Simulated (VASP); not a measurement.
Set up this calculation in VASP 6.6.1, as the native input.

| Property | Result |
| --- | --- |
| Task | single point |
| Functional | PBE |
| Potentials or basis | VASP PAW PBE potentials, release 64 (Ti_sv, W_sv) |
| Cutoff | 550 eV |
| k mesh | 4 × 4 × 4 |
| Occupations | gaussian, width 0.1 eV |
| Spin | no spin polarisation |
| Dipole correction | no |
| Second try | not_converged |
| Further INCAR settings | ALGO = All; EDIFF = 1e-06; NBANDS = 39 |

The structure of Ti4W lies in POSCAR:

```
Ti4W
1.0
    4.4863623302      0.0000000000      0.0000000000
    0.0000000000      4.4863623302      0.0000000000
    0.0000000000      0.0000000000      4.4863623302
Ti W
4 1
Direct
    0.5000000000      0.5000000000      0.5000000000
    0.0000000000      0.5000000000      0.5000000000
    0.5000000000      0.0000000000      0.5000000000
    0.5000000000      0.5000000000      0.0000000000
    0.0000000000      0.0000000000      0.0000000000
```

The cell was generated, and may not be a known phase.

These files were run (other wordings do the same):

INCAR

```
PREC = Accurate
ENCUT = 550
EDIFF = 1E-6
ISMEAR = 0
SIGMA = 0.1
LREAL = F
LASPH = T
NELM = 300
ALGO = All
ISIF = 2
LWAVE = F
LCHARG = F
GGA = PE
NBANDS = 39
GGA_COMPAT = F
ISEARCH = 1
KPAR = 4
```

KPOINTS

```
Automatic mesh
0
Gamma
  4 4 4
```

Potentials or basis: VASP PAW PBE potentials, release 64 (Ti_sv, W_sv).

Run with:

```console
$ cat potpaw_PBE.64/Ti_sv/POTCAR potpaw_PBE.64/W_sv/POTCAR > POTCAR
$ mpirun -np 4 vasp_std > vasp.out
```

Results of the run:

```
Pressure               : 0.3 GPa
Band gap on the k mesh : zero (bands 31 and 32 overlap by 1.03 eV)
```

Caveat: spin-orbit coupling is left out, which moves the levels of the heavy elements.

Wall time 40 s on 4 MPI ranks on AMD EPYC 9R45 96-Core Processor (Zen 5), on a shared host, peak memory 0.21 GiB a rank.
